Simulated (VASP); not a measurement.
Pt, 2 atoms in the cell. The structure is hexagonal, space group P6_3/mmc (No. 194). Conventional cell: a = 2.761 Å, b = 2.761 Å, c = 4.984 Å, α = 90.00°, β = 90.00°, γ = 120.00°. Within 3.6 Å of Pt (site symmetry -6m2) lie 12 Pt at 2.76 to 2.96 Å. 

| Item | Value |
| --- | --- |
| Program | VASP 6.6.1 |
| Task | single point |
| Functional | PBEsol |
| Potentials or basis | VASP PAW PBE potentials, release 64 (Pt) |
| Cutoff | 520 eV |
| k mesh | 9 × 9 × 5 |
| Occupations | fermi-dirac, width 0.05 eV |
| Spin | no spin polarisation |
| Dipole correction | no |
| Further INCAR settings | ALGO = Normal; EDIFF = 1e-06; NBANDS = 17 |

Potentials or basis: VASP PAW PBE potentials, release 64 (Pt).

Run with:

```bash
$ cat potpaw_PBE.64/Pt/POTCAR > POTCAR
$ mpirun -np 1 vasp_std > vasp.out
```

Hardware: 1 thread of Intel(R) Xeon(R) Platinum 8259CL CPU @ 2.50GHz (Skylake/Cascade Lake) (shared host).

**Question.** How long does it take, and how much memory?

**Answer.** Run time: 14 s on 1 thread of Intel(R) Xeon(R) Platinum 8259CL CPU @ 2.50GHz (Skylake/Cascade Lake), on a shared host, peak memory 0.16 GiB. Counts: scf iterations 11, k points 36.
